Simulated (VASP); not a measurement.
# PrScO (P4/mmm) in VASP: further runs

PrScO is run at these levels: PBE; tasks: single point.

Program: VASP 6.6.1. These are calculated values, not measurements. Logs are shortened: lines on timing, memory, paths and dates and some standing lists are left out, and cuts for length are marked.

### 1 The cell of the first run

The structure is tetragonal, space group P4/mmm (No. 123). The conventional cell has a = 3.162 Å, b = 3.162 Å, c = 5.535 Å, α = 90.00°, β = 90.00°, γ = 90.00°. Pr (site symmetry 4/mmm) has 2 O at 2.77 Å and 4 Pr at 3.16 Å and 8 Sc at 3.56 Å within 3.6 Å. Within 3.0 Å of Sc (site symmetry 4/mmm) lie 4 O at 2.24 Å. Within 3.0 Å of O (site symmetry 4/mmm) lie 4 Sc at 2.24 Å and 2 Pr at 2.77 Å.

The cell was generated, and may not be a known phase.

### 2 Single point, PBE

The input, INCAR:

```
PREC     = Accurate       # precision mode
ENCUT    = 600            # plane-wave cutoff, eV
EDIFF    = 1E-6           # SCF threshold, eV
ISMEAR   = 0              # smearing method
SIGMA    = 0.1            # smearing width, eV
LREAL    = F              # projectors in reciprocal space
LASPH    = T              # aspherical terms in the spheres
NELM     = 200            # most SCF steps
ALGO     = Normal         # electronic algorithm
ISIF     = 2              # what is computed and relaxed
LWAVE    = F              # write WAVECAR
LCHARG   = F              # write CHGCAR
GGA      = PE             # functional
NBANDS   = 21             # bands
GGA_COMPAT= F            
LMAXMIX  = 6              # l up to which the mixer works
```

The input, KPOINTS:

```
regular mesh
0
Gamma
  6 6 4
```

The input, POSCAR:

```
PrScO
1.0
    3.1617037999      0.0000000000      0.0000000000
    0.0000000000      3.1617037999      0.0000000000
    0.0000000000      0.0000000000      5.5349828334
Pr Sc O
1 1 1
Direct
    0.0000000000      0.0000000000      0.5000000000
    0.5000000000      0.5000000000      0.0000000000
    0.0000000000      0.0000000000      0.0000000000
```

Potentials or basis: VASP PAW PBE potentials, release 64 (Pr_3, Sc_sv, O), 4f in core.

Launch:

```bash
$ cat potpaw_PBE.64/Pr_3/POTCAR potpaw_PBE.64/Sc_sv/POTCAR potpaw_PBE.64/O/POTCAR > POTCAR
$ mpirun -np 1 vasp_std > vasp.out
```

OUTCAR:

```text
PREC = Accurate
   ENCUT = 600
   EDIFF = 1E-6
   ISMEAR = 0
   LREAL = F
   LASPH = T
   NELM = 200
   ISIF = 2
   GGA = PE

 ion  position               nearest neighbor table
   1  0.000  0.000  0.500-   3 2.77   3 2.77   2 3.56   2 3.56   2 3.56   2 3.56   2 3.56   2 3.56
                             2 3.56   2 3.56
   2  0.500  0.500  0.000-   3 2.24   3 2.24   3 2.24   3 2.24   1 3.56   1 3.56   1 3.56   1 3.56
                             1 3.56   1 3.56   1 3.56   1 3.56
   3  0.000  0.000  0.000-   2 2.24   2 2.24   2 2.24   2 2.24   1 2.77   1 2.77

  LATTYP: Found a simple tetragonal cell.
 ALAT       =     3.1617037999
 C/A-ratio  =     1.7506329447

  Lattice vectors:

 A1 = (   3.1617037999,   0.0000000000,   0.0000000000)
 A2 = (   0.0000000000,   3.1617037999,   0.0000000000)
 A3 = (   0.0000000000,   0.0000000000,   5.5349828334)

Analysis of symmetry for initial positions (statically):
=====================================================================
 Subroutine PRICEL returns:
 Original cell was already a primitive cell.

 Routine SETGRP: Setting up the symmetry group for a
 simple tetragonal supercell.

 Subroutine GETGRP returns: Found 16 space group operations
 (whereof 16 operations were pure point group operations)
 out of a pool of 16 trial point group operations.

The static configuration has the point symmetry D_4h.

Analysis of symmetry for dynamics (positions and initial velocities):
=====================================================================
 Subroutine PRICEL returns:
 Original cell was already a primitive cell.

 Routine SETGRP: Setting up the symmetry group for a
 simple tetragonal supercell.

 Subroutine GETGRP returns: Found 16 space group operations
 (whereof 16 operations were pure point group operations)
 out of a pool of 16 trial point group operations.

The dynamic configuration has the point symmetry D_4h.

 Subroutine INISYM returns: Found 16 space group operations
 (whereof 16 operations are pure point group operations),
 and found     1 'primitive' translations

----------------------------------------------------------------------------------------

                                     Primitive cell

  volume of cell :      55.3297

  direct lattice vectors                    reciprocal lattice vectors
     3.161703800  0.000000000  0.000000000     0.316285162  0.000000000  0.000000000
     0.000000000  3.161703800  0.000000000     0.000000000  0.316285162  0.000000000
     0.000000000  0.000000000  5.534982833     0.000000000  0.000000000  0.180669034

  length of vectors
     3.161703800  3.161703800  5.534982833     0.316285162  0.316285162  0.180669034

  position of ions in fractional coordinates (direct lattice)
     0.000000000  0.000000000  0.500000000
     0.500000000  0.500000000  0.000000000
     0.000000000  0.000000000  0.000000000

  ion indices of the primitive-cell ions
   primitive index   ion index
                 1           1
                 2           2
                 3           3

----------------------------------------------------------------------------------------

 KPOINTS: regular mesh

Automatic generation of k-mesh.
 Grid dimensions read from file:
 generate k-points for:    6    6    4

 Generating k-lattice:

  Cartesian coordinates                     Fractional coordinates (reciprocal lattice)
     0.052714194  0.000000000  0.000000000     0.166666667  0.000000000  0.000000000
     0.000000000  0.052714194  0.000000000     0.000000000  0.166666667  0.000000000
     0.000000000  0.000000000  0.045167258     0.000000000  0.000000000  0.250000000

  Length of vectors
     0.052714194  0.052714194  0.045167258

  Shift w.r.t. Gamma in fractional coordinates (k-lattice)
     0.000000000  0.000000000  0.000000000

 Subroutine IBZKPT returns following result:
 ===========================================

 Found     30 irreducible k-points:

 Following reciprocal coordinates:
            Coordinates               Weight
  0.000000  0.000000  0.000000      1.000000
  0.166667  0.000000  0.000000      4.000000
  0.333333  0.000000  0.000000      4.000000
  0.500000  0.000000  0.000000      2.000000
  0.166667  0.166667  0.000000      4.000000
  0.333333  0.166667  0.000000      8.000000
[... 16 lines left out ...]
  0.333333  0.000000  0.500000      4.000000
  0.500000  0.000000  0.500000      2.000000
 [... further k-points ...]
   k-points           NKPTS =     30   k-points in BZ     NKDIM =     30   number of bands    NBANDS=     21
   number of dos      NEDOS =    301   number of ions     NIONS =      3
   total plane-waves  NPLWV =  37632
   dimension x,y,z NGX =    28 NGY =   28 NGZ =   48
   dimension x,y,z NGXF=    56 NGYF=   56 NGZF=   96
   ions per type =               1   1   1
   NGX,Y,Z   is equivalent  to a cutoff of  14.72, 14.72, 14.42 a.u.
   NGXF,Y,Z  is equivalent  to a cutoff of  29.45, 29.45, 28.83 a.u.
 SYSTEM =  unknown system
[... 78 lines left out ...]
  band No.  band energies     occupation
      1     -44.6092      2.00000
      2     -30.8090      2.00000
      3     -23.2976      2.00000
      4     -23.1680      2.00000
      5     -23.1564      2.00000
      6     -14.2566      2.00000
[... 13 lines left out ...]
     20       8.4680      0.00000
     21       8.5981      0.00000

 k-point     3 :       0.3333    0.0000    0.0000
  band No.  band energies     occupation
      1     -44.5917      2.00000
      2     -30.6769      2.00000
      3     -23.5208      2.00000
      4     -23.1422      2.00000
      5     -23.1359      2.00000
      6     -13.8939      2.00000
[... 13 lines left out ...]
     20       9.3742      0.00000
     21       9.8458      0.00000

 k-point     4 :       0.5000    0.0000    0.0000
  band No.  band energies     occupation
      1     -44.5829      2.00000
      2     -30.6088      2.00000
      3     -23.6279      2.00000
      4     -23.1293      2.00000
      5     -23.1257      2.00000
      6     -13.9208      2.00000
[... 13 lines left out ...]
     20       8.7402      0.00000
     21      10.6235      0.00000

 k-point     5 :       0.1667    0.1667    0.0000
  band No.  band energies     occupation
      1     -44.6007      2.00000
      2     -30.7453      2.00000
      3     -23.3021      2.00000
      4     -23.2513      2.00000
      5     -23.1467      2.00000
      6     -14.1465      2.00000
[... 13 lines left out ...]
     20       8.1325      0.00000
     21       9.3198      0.00000

 k-point     6 :       0.3333    0.1667    0.0000
  band No.  band energies     occupation
      1     -44.5835      2.00000
      2     -30.6141      2.00000
      3     -23.4885      2.00000
      4     -23.2325      2.00000
      5     -23.1273      2.00000
      6     -13.9341      2.00000
[... 13 lines left out ...]
     20       8.6760      0.00000
     21       9.7740      0.00000

 k-point     7 :       0.5000    0.1667    0.0000
  band No.  band energies     occupation
      1     -44.5749      2.00000
      2     -30.5465      2.00000
      3     -23.5872      2.00000
      4     -23.2139      2.00000
      5     -23.1176      2.00000
      6     -13.8377      2.00000
[... 13 lines left out ...]
     20       8.4439      0.00000
     21      10.0143      0.00000
[... 291 lines left out ...]
      1     -44.5507      2.00000
      2     -30.3518      2.00000
      3     -23.4604      2.00000
      4     -23.4604      2.00000
      5     -23.0936      2.00000
      6     -14.3321      2.00000
[... 13 lines left out ...]
     20       9.0875      0.00000
     21      10.9204      0.00000

 k-point    21 :       0.0000    0.0000    0.5000
  band No.  band energies     occupation
      1     -44.6179      2.00000
      2     -30.8737      2.00000
      3     -23.1807      2.00000
      4     -23.1807      2.00000
      5     -23.1595      2.00000
      6     -14.7816      2.00000
[... 13 lines left out ...]
     20       8.1353      0.00000
     21       9.0358      0.00000

 k-point    22 :       0.1667    0.0000    0.5000
  band No.  band energies     occupation
      1     -44.6092      2.00000
      2     -30.8091      2.00000
      3     -23.2988      2.00000
      4     -23.1679      2.00000
      5     -23.1514      2.00000
      6     -14.6047      2.00000
[... 13 lines left out ...]
     20       8.7517      0.00000
     21       9.2605      0.00000

 k-point    23 :       0.3333    0.0000    0.5000
  band No.  band energies     occupation
      1     -44.5917      2.00000
      2     -30.6761      2.00000
      3     -23.5244      2.00000
      4     -23.1422      2.00000
      5     -23.1353      2.00000
      6     -14.2488      2.00000
[... 13 lines left out ...]
     20       9.8965      0.00000
     21       9.9089      0.00000

 k-point    24 :       0.5000    0.0000    0.5000
  band No.  band energies     occupation
      1     -44.5829      2.00000
      2     -30.6075      2.00000
      3     -23.6326      2.00000
      4     -23.1293      2.00000
      5     -23.1274      2.00000
      6     -14.0683      2.00000
[... 13 lines left out ...]
     20       9.4546      0.00000
     21      10.3635      0.00000

 [... further k-points ...]
[... 5 lines left out ...]
  --------------------------------------------------------------------------------------
  -------------------------------------------------------------------------------------
  Total       -0.0679650     -0.0679650     -0.3447493      0.0000000      0.0000000      0.0000000
  in kB       -1.9680548     -1.9680548     -9.9828679      0.0000000      0.0000000      0.0000000
  external PRESSURE =      -4.6396592 kB  Pullay stress =       0.0000000 kB

 VOLUME and BASIS-vectors are now :
 -----------------------------------------------------------------------------
  energy-cutoff  :      600.00
  volume of cell :       55.33
      direct lattice vectors                 reciprocal lattice vectors
     3.161703800  0.000000000  0.000000000     0.316285162  0.000000000  0.000000000
     0.000000000  3.161703800  0.000000000     0.000000000  0.316285162  0.000000000
     0.000000000  0.000000000  5.534982833     0.000000000  0.000000000  0.180669034

 POSITION                                       TOTAL-FORCE (eV/Angst)
 -----------------------------------------------------------------------------------
      0.00000      0.00000      2.76749         0.000000      0.000000      0.000000
      1.58085      1.58085      0.00000         0.000000      0.000000      0.000000
      0.00000      0.00000      0.00000         0.000000      0.000000      0.000000
 -----------------------------------------------------------------------------------
    total drift:                                0.000000      0.000000     -0.000000

  FREE ENERGIE OF THE ION-ELECTRON SYSTEM (eV)
  ---------------------------------------------------
  free  energy   TOTEN  =       -21.4631515759 eV

  energy  without entropy=      -21.4522594523  energy(sigma->0) =      -21.45770551
```

It took 63 s on 1 thread of Intel Xeon Platinum 8488C (Sapphire Rapids), shared host; peak memory 0.21 GiB.

What came out:

* Free energy: -21.4632 eV
* Pressure: -0.5 GPa
* Band gap on the k mesh: zero (bands 14 and 15 overlap by 1.76 eV)

Caveat: spin-orbit coupling is left out, which moves the levels of the heavy elements; the 4f electrons are frozen in the core, so they carry no moment and show no levels; the run has no spin polarisation, though such a crystal can be magnetic.

### 3 Single point, PBE

This run uses another cell than the first one, of 19.55 Å³/atom.

The input, INCAR:

```
SYSTEM = PrScO
  PREC = Accurate
  ENCUT = 600
  EDIFF = 1E-6
  ISMEAR = 0
  SIGMA = 0.1
  LREAL = .False.
  LASPH = .True.
  NELM = 200
  ALGO = Normal
  ISIF = 2
  LWAVE = .False.
  LCHARG = .True.
  GGA = PE
  LELF = .True.
  LVHAR = .True.
  NBANDS = 21
  GGA_COMPAT = .False.
  LMAXMIX = 6
```

The input, KPOINTS:

```
regular mesh
0
Gamma
  6 6 4
  0 0 0
```

The input, POSCAR:

```
PrScO
1.0
    3.7216236070      0.0000000000      0.0000000000
    0.0000000000      3.7216236070      0.0000000000
    0.0000000000      0.0000000000      4.2347039562
Pr Sc O
1 1 1
Direct
    0.5000000000      0.5000000000      0.5000000000
    0.0000000000      0.0000000000      0.0000000000
    0.0000000000      0.0000000000      0.5000000000
```

Potentials or basis: VASP PAW PBE potentials, release 64 (Pr_3, Sc_sv, O), 4f in core.

Launch:

```bash
$ cat potpaw_PBE.64/Pr_3/POTCAR potpaw_PBE.64/Sc_sv/POTCAR potpaw_PBE.64/O/POTCAR > POTCAR
$ mpirun -np 1 vasp_std > vasp.out
```

Wall time 61 s (1 thread of Intel Xeon Platinum 8488C (Sapphire Rapids), shared host); peak memory 0.21 GiB.

Results (log left out):

```
Free energy            : -21.8740 eV
Pressure               : 0.3 GPa
Band gap on the k mesh : zero (bands 14 and 15 overlap by 1.41 eV)
```

Stress tensor (GPa, compression positive):
```
-0.22  0.00  0.00
 0.00 -0.22  0.00
 0.00  0.00  1.23
```

Levels at points of the mesh, in eV from the Fermi level:
```tsv
k point	band 12	band 13	band 14	band 15	band 16	band 17
(0.00, 0.00, 0.00)	-4.36	-3.47	-1.77	1.03	1.03	1.84
(0.50, 0.00, 0.00)	-4.73	-1.07	-0.43	1.11	1.75	1.96
(0.50, 0.50, 0.00)	-4.40	-1.36	-0.79	-0.79	2.38	2.92
(0.00, 0.00, 0.50)	-4.67	-1.47	-0.57	0.30	1.70	2.13
(0.50, 0.00, 0.50)	-5.83	-1.78	0.48	1.24	1.73	2.93
(0.50, 0.50, 0.50)	-4.71	-0.95	-0.95	0.54	2.50	2.50
```

Caveat: the k points lie up to 0.37 Å⁻¹ apart, too coarse for converged energies and pressures of a metal; spin-orbit coupling is left out, which moves the levels of the heavy elements; the 4f electrons are frozen in the core, so they carry no moment and show no levels; the run has no spin polarisation, though such a crystal can be magnetic.

### 4 Single point, PBE

This run uses another cell than the first one, of 23.15 Å³/atom.

The input, INCAR:

```
PREC = Accurate
ENCUT = 600
EDIFF = 1E-6
ISMEAR = 0
SIGMA = 0.2
LREAL = F
LASPH = T
NELM = 200
ALGO = Normal
ISIF = 2
LWAVE = F
LCHARG = T
GGA = PE
LELF = T
LVHAR = T
NBANDS = 21
GGA_COMPAT = F
LMAXMIX = 6
```

The input, KPOINTS:

```
Automatic mesh
0
Gamma
  6 6 4
```

The input, POSCAR:

```
PrScO
1.0
    3.0334048998      0.0000000000      0.0000000000
    0.0000000000      3.0334048998      0.0000000000
    0.0000000000      0.0000000000      7.5479534371
Pr Sc O
1 1 1
Direct
    0.5000000000      0.5000000000      0.0000000000
    0.5000000000      0.5000000000      0.5000000000
    0.0000000000      0.0000000000      0.5000000000
```

Launch:

```bash
$ cat potpaw_PBE.64/Pr_3/POTCAR potpaw_PBE.64/Sc_sv/POTCAR potpaw_PBE.64/O/POTCAR > POTCAR
$ mpirun -np 1 vasp_std > vasp.out
```

It took 46 s on 1 thread of Intel Xeon Platinum 8488C (Sapphire Rapids), shared host; peak memory 0.22 GiB.

Results (log left out):

```yaml
Free_energy: -19.9666 eV
Pressure: 0.4 GPa
Band_gap_on_the_k_mesh: zero (bands 14 and 15 overlap by 1.78 eV)
```

Stress tensor (GPa, compression positive):
```
0.46 0.00 0.00
0.00 0.46 0.00
0.00 0.00 0.30
```

Levels at points of the mesh, in eV from the Fermi level:
| k point | band 10 | band 11 | band 12 | band 13 | band 14 | band 15 | band 16 | band 17 | band 18 | band 19 |
| --- | --- | --- | --- | --- | --- | --- | --- | --- | --- | --- |
| (0.00, 0.00, 0.00) | -4.96 | -4.03 | -4.03 | -2.88 | -1.45 | -1.42 | -0.86 | 1.41 | 2.18 | 2.18 |
| (0.50, 0.00, 0.00) | -7.03 | -5.83 | -5.18 | -1.07 | -0.43 | -0.14 | 2.35 | 2.47 | 2.56 | 2.84 |
| (0.50, 0.50, 0.00) | -5.08 | -5.08 | -3.96 | -2.95 | -0.33 | -0.33 | 0.99 | 1.26 | 1.26 | 3.63 |
| (0.00, 0.00, 0.50) | -5.14 | -4.03 | -4.03 | -2.08 | -1.44 | -1.21 | -0.87 | -0.26 | 2.21 | 2.21 |
| (0.50, 0.00, 0.50) | -7.02 | -5.83 | -5.12 | -1.36 | -0.28 | 0.65 | 0.91 | 2.02 | 2.48 | 2.88 |
| (0.50, 0.50, 0.50) | -5.08 | -5.08 | -4.00 | -2.88 | 0.27 | 0.27 | 0.43 | 0.43 | 1.55 | 3.19 |

Caveat: spin-orbit coupling is left out, which moves the levels of the heavy elements; the 4f electrons are frozen in the core, so they carry no moment and show no levels; the run has no spin polarisation, though such a crystal can be magnetic. With open d or f shells a metallic result of PBE can be an artefact of self-interaction; +U or a hybrid may open a gap.

### 5 Overview

```tsv
cell	smearing	gap on the mesh (eV)	pressure (GPa)
a = 3.162, b = 3.162, c = 5.535 Å, 3 atoms, atomic positions A	gaussian 0.1 eV	none	-0.5
a = 3.722, b = 3.722, c = 4.235 Å, 3 atoms, atomic positions B	gaussian 0.1 eV	none	0.3
a = 3.033, b = 3.033, c = 7.548 Å, 3 atoms, atomic positions C	gaussian 0.2 eV	none	0.4
```

Alike in all rows: task single point; level PBE; potentials or basis VASP PAW PBE potentials, release 64 (Pr_3, Sc_sv, O), 4f in core; no spin polarisation; k mesh 6 × 6 × 4; cutoff (eV) 600.

Caveats: some runs use coarse meshes; spin-orbit coupling is left out, which moves the levels of the heavy elements; the 4f electrons are frozen in the core, so they carry no moment and show no levels; the run has no spin polarisation, though such a crystal can be magnetic.

Absolute energies hang on the potentials; compare differences alone.
